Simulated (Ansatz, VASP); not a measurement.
# P: VASP beside Ansatz

```
P
1.0
     3.29619    0.00000    0.00000
     0.00000    4.43916    0.00000
     0.00000    0.00000   21.74620
P
8
Direct
  0.50000 0.91750 0.20693
  0.00000 0.58250 0.20693
  0.50000 0.08250 0.30456
  0.00000 0.41750 0.30456
  0.62500 0.33250 0.47517
  0.12500 0.66750 0.47517
  0.62500 0.16750 0.57280
  0.12500 0.83250 0.57280
```

Alike in both runs: task single point; functional PBE; dispersion D3(BJ); k mesh 8 × 6 × 1; occupations gaussian, width 0.05 eV; no spin polarisation.

|  | VASP | Ansatz |
| --- | --- | --- |
| version | VASP 6.6.1 | Ansatz 0.2.0 |
| potentials or method | VASP PAW PBE potentials, release 64 (P), cutoff 520 eV | scalar-relativistic, plane waves, PAW |
| valence electrons in the cell | 40 | 40 |

```tsv
	VASP	Ansatz	Ansatz less VASP
gap on the k mesh at the Fermi level (eV)	0.58	0.56	-0.014
least direct gap on the mesh (eV)	0.58	0.56	-0.014
rms of the force components (eV/Å)	0.038	0.046	+0.0082
```

Atom by atom the forces differ by 0.031 eV/Å (rms over components).
